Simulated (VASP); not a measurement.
Input of a VASP 6.6.1 run:

The input INCAR:

```
PREC = Accurate
ENCUT = 520
EDIFF = 1E-6
ISMEAR = -1
SIGMA = 0.08
LREAL = False
LASPH = True
NELM = 100
ALGO = Normal
ISIF = 2
LWAVE = False
LCHARG = False
GGA = PS
NBANDS = 12
```

File KPOINTS:

```
Automatic mesh
0
Gamma
  20 20 20
```

The input POSCAR:

```
Cu
1.0
    0.0000000000      1.5669487104      1.5669487104
    1.5669487104      0.0000000000      1.5669487104
    1.5669487104      1.5669487104      0.0000000000
Cu
1
Direct
    0.0000000000      0.0000000000      0.0000000000
```

Potentials or basis: VASP PAW PBE potentials, release 64 (Cu).

Run with:

```sh
$ cat potpaw_PBE.64/Cu/POTCAR > POTCAR
$ mpirun -np 1 vasp_std > vasp.out
```

Problem. What does it give for the pressure?

Solution. 169.1 GPa.

Caveat: the PAW data sets were made with another functional, which shifts forces and pressure a little.
